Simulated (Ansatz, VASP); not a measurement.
## Si2W in VASP and in Ansatz

```
CELL_PARAMETERS angstrom
-1.61457 1.61457 3.93347
1.61457 -1.61457 3.93347
1.61457 1.61457 -3.93347
ATOMIC_POSITIONS crystal
Si 0.33457 0.33457 0.00000
Si 0.66543 0.66543 0.00000
W 0.00000 0.00000 0.00000
```

Alike in both runs: functional PBE; k mesh 18 × 18 × 18; occupations gaussian, width 0.1 eV; no spin polarisation.

Ansatz relaxed the structure, and its values are those at the end. VASP's run is a single point on that final structure, the one shown.

|  | VASP | Ansatz |
| --- | --- | --- |
| version | VASP 6.6.1 | Ansatz 0.2.0 |
| potentials or method | VASP PAW PBE potentials, release 64 (Si, W_sv), cutoff 520 eV | scalar-relativistic, plane waves, PAW |
| valence electrons in the cell | 22 | 22 |

|  | VASP | Ansatz | Ansatz less VASP |
| --- | --- | --- | --- |
| gap on the k mesh at the Fermi level (eV) | none | none | - |
| pressure (GPa) | 0.1 | 0.0 | -0.09 |

A gap of «none» marks a metal or a gap that the smearing closes.

Neither program's run includes spin-orbit coupling.
